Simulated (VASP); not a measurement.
# As (R-3m) in VASP: notebook, part 2 of 2

VASP 6.6.1.

## 3. Single point, PBE+D3(BJ)

INCAR reads:

```
SYSTEM = As
ALGO     = Normal         ! electronic algorithm
EDIFF    = 1E-6           ! SCF threshold, eV
ENCUT    = 500            ! plane-wave cutoff, eV
GGA      = PE             ! functional
GGA_COMPAT= .FALSE.      
ISIF     = 2              ! what is computed and relaxed
ISMEAR   = 0              ! smearing method
IVDW     = 12             ! dispersion correction
LASPH    = .TRUE.         ! aspherical terms in the spheres
LCHARG   = .FALSE.        ! write CHGCAR
LREAL    = .FALSE.        ! projectors in reciprocal space
LWAVE    = .FALSE.        ! write WAVECAR
NBANDS   = 12             ! bands
NELM     = 120            ! most SCF steps
PREC     = Accurate       ! precision mode
SIGMA    = 0.1            ! smearing width, eV
```

KPOINTS reads:

```
k-points
0
G
  15 15 15
  0 0 0
```

POSCAR reads:

```
As
1.0
    1.8807968987      1.0858785957      3.5140619945
   -1.8807968987      1.0858785957      3.5140619945
    0.0000000000     -2.1717571915      3.5140619945
As
2
Direct
    0.7740000000      0.7740000000      0.7740000000
    0.2260000000      0.2260000000      0.2260000000
```

Potentials or basis: VASP PAW PBE potentials, release 64 (As).

Run with:

```sh
$ cat potpaw_PBE.64/As/POTCAR > POTCAR
$ mpirun -np 1 vasp_std > vasp.out
```

OUTCAR:

```text
SYSTEM = As
   EDIFF = 1E-6
   ENCUT = 500
   GGA = PE
   ISIF = 2
   ISMEAR = 0
   IVDW = 12
   LASPH = .TRUE.
   LREAL = .FALSE.
   NELM = 120
   PREC = Accurate
 IVDW          = 12

 ion  position               nearest neighbor table
   1  0.774  0.774  0.774-   2 2.51   2 2.51   2 2.51
   2  0.226  0.226  0.226-   1 2.51   1 2.51   1 2.51

  LATTYP: Found a trigonal (rhomboedric) cell.
 ALAT       =     4.1310000000
 COS(alpha) =     0.5854247172

  Lattice vectors:

 A1 = (   1.8807968987,   1.0858785957,   3.5140619945)
 A2 = (  -1.8807968987,   1.0858785957,   3.5140619945)
 A3 = (   0.0000000000,  -2.1717571915,   3.5140619945)

Analysis of symmetry for initial positions (statically):
=====================================================================
 Subroutine PRICEL returns:
 Original cell was already a primitive cell.

 Routine SETGRP: Setting up the symmetry group for a
 trigonal (rhombohedral) supercell.

 Subroutine GETGRP returns: Found 12 space group operations
 (whereof 12 operations were pure point group operations)
 out of a pool of 12 trial point group operations.

The static configuration has the point symmetry D_3d.

Analysis of symmetry for dynamics (positions and initial velocities):
[... 175 lines left out ...]
      7       8.3621      0.00000
      8       8.3621      0.00000
      9      12.3462      0.00000
     10      12.3462      0.00000
     11      12.8719      0.00000
     12      14.2453      0.00000
[... 331 lines left out ...]
 k-point    24 :       0.2000    0.1333   -0.0000
  band No.  band energies     occupation
      1      -9.1184      2.00000
      2      -1.7076      2.00000
      3       2.1129      2.00000
      4       2.6992      2.00000
      5       4.4608      2.00000
      6       6.7331      0.00000
      7       7.7849      0.00000
      8       8.9007      0.00000
      9      11.0164      0.00000
     10      12.5248      0.00000
     11      13.4753      0.00000
     12      15.0255      0.00000

 [... further k-points ...]

------------------------ aborting loop because EDIFF is reached ----------------------------------------

 Edisp (eV)   -0.83946

 E8    (eV) :    -0.3557

  FORCE on cell =-STRESS in cart. coord.  units (eV):
  Direction    XX          YY          ZZ          XY          YZ          ZX
  --------------------------------------------------------------------------------------
  -------------------------------------------------------------------------------------
  Total       0.32890     0.32890     0.08461     0.00000    -0.00000     0.00000
  in kB      12.23758    12.23758     3.14807     0.00000    -0.00000     0.00000
  external pressure =        9.21 kB  Pullay stress =        0.00 kB

 VOLUME and BASIS-vectors are now :
 -----------------------------------------------------------------------------
  energy-cutoff  :      500.00
  volume of cell :       43.06
      direct lattice vectors                 reciprocal lattice vectors
     1.880796899  1.085878596  3.514061995     0.265844760  0.153485544  0.094856987
    -1.880796899  1.085878596  3.514061995    -0.265844760  0.153485544  0.094856987
     0.000000000 -2.171757191  3.514061995     0.000000000 -0.306971087  0.094856987

 POSITION                                       TOTAL-FORCE (eV/Angst)
 -----------------------------------------------------------------------------------
      0.00000     -0.00000      8.15965         0.000000      0.000000     -0.484516
      0.00000     -0.00000      2.38253         0.000000     -0.000000      0.484516
 -----------------------------------------------------------------------------------
    total drift:                                0.000000     -0.000000      0.000000

  FREE ENERGIE OF THE ION-ELECTRON SYSTEM (eV)
  ---------------------------------------------------
  free  energy   TOTEN  =       -10.1513827089 eV

  energy  without entropy=      -10.1504851007  energy(sigma->0) =      -10.15093390
```

Wall time 54 s (1 thread of Intel Xeon 6975P-C (Granite Rapids), shared host); peak memory 0.28 GiB.

What came out:

```yaml
Free_energy: -10.1514 eV
Pressure: 0.9 GPa
Largest_force: 0.485 eV/Å
Band_gap_on_the_k_mesh: zero (band 5 reaches 5.65 eV, above the bottom of band 6 at 5.29 eV)
Dispersion_energy_per_atom: -0.420 eV
```

Forces in eV/Å, atoms in the order of the input:
```
As   0.000  0.000 -0.485
As   0.000  0.000  0.485
```

Stress tensor (GPa, compression positive):
```
1.22 0.00 0.00
0.00 1.22 0.00
0.00 0.00 0.31
```

Levels at points of the mesh, in eV from the Fermi level:
| k point | band 2 | band 3 | band 4 | band 5 | band 6 | band 7 | band 8 | band 9 |
| --- | --- | --- | --- | --- | --- | --- | --- | --- |
| (0.00, 0.00, 0.00) | -5.87 | -2.56 | -2.13 | -2.13 | 1.50 | 2.82 | 2.82 | 6.80 |

Caveat: pairwise dispersion overbinds metals, which lowers pressure and volume.

## 4. Single point, PBE+D3(BJ)

This run uses another cell than the first one, of 22.14 Å³/atom, 1.029 times its volume.

INCAR reads:

```
ALGO     = Normal         # electronic algorithm
EDIFF    = 1E-6           # SCF threshold, eV
ENCUT    = 500            # plane-wave cutoff, eV
GGA      = PE             # functional
GGA_COMPAT= F            
ISIF     = 2              # what is computed and relaxed
ISMEAR   = 0              # smearing method
IVDW     = 12             # dispersion correction
LASPH    = T              # aspherical terms in the spheres
LCHARG   = F              # write CHGCAR
LREAL    = F              # projectors in reciprocal space
LWAVE    = F              # write WAVECAR
NBANDS   = 12             # bands
NELM     = 120            # most SCF steps
PREC     = Accurate       # precision mode
SIGMA    = 0.1            # smearing width, eV
```

KPOINTS reads:

```
k-points
0
Gamma
  15 15 15
```

POSCAR reads:

```
As
1.0
    1.9056851228      1.1002478187      3.5204403338
   -1.9056851228      1.1002478187      3.5204403338
    0.0000000000     -2.2004956373      3.5204403338
As
2
Direct
    0.7725031741      0.7725031741      0.7725031741
    0.2274968259      0.2274968259      0.2274968259
```

Run with:

```sh
$ cat potpaw_PBE.64/As/POTCAR > POTCAR
$ mpirun -np 1 vasp_std > vasp.out
```

It took 50 s on 1 thread of Intel Xeon 6975P-C (Granite Rapids), shared host; peak memory 0.29 GiB.

Results (log left out):

| Item | Value |
| --- | --- |
| Free energy | -10.1555 eV |
| Pressure | -2.1 GPa |
| Largest force | 0.051 eV/Å |
| Band gap on the k mesh | zero (band 5 reaches 5.27 eV, above the bottom of band 6 at 4.97 eV) |
| Dispersion energy per atom | -0.408 eV |

Forces in eV/Å, atoms in the order of the input:
```
As   0.000  0.000 -0.051
As   0.000  0.000  0.051
```

Levels at points of the mesh, in eV from the Fermi level:
| k point | band 2 | band 3 | band 4 | band 5 | band 6 | band 7 | band 8 | band 9 |
| --- | --- | --- | --- | --- | --- | --- | --- | --- |
| (0.00, 0.00, 0.00) | -5.97 | -2.41 | -1.99 | -1.99 | 1.72 | 2.86 | 2.86 | 6.76 |

Caveat: pairwise dispersion overbinds metals, which lowers pressure and volume.

## 5. Overview

```tsv
task	cell	k mesh	cutoff (eV)	gap on the mesh (eV)	pressure (GPa)	largest force (eV/Å)
relaxation of cell and atoms	relaxed from a = 4.131 Å, angles 54.2°, 2 atoms	12 × 12 × 12	600	none	0.0	-
single point	a = 4.131 Å, angles 54.2°, 2 atoms	15 × 15 × 15	500	none	0.9	0.48
single point	a = 4.152 Å, angles 54.6°, 2 atoms	15 × 15 × 15	500	none	-2.1	0.05
```

Alike in all rows: level PBE+D3(BJ); potentials or basis VASP PAW PBE potentials, release 64 (As); no spin polarisation; smearing gaussian 0.1 eV.

Caveats: pairwise dispersion overbinds metals, which lowers pressure and volume.

Absolute energies hang on the potentials; compare differences alone.
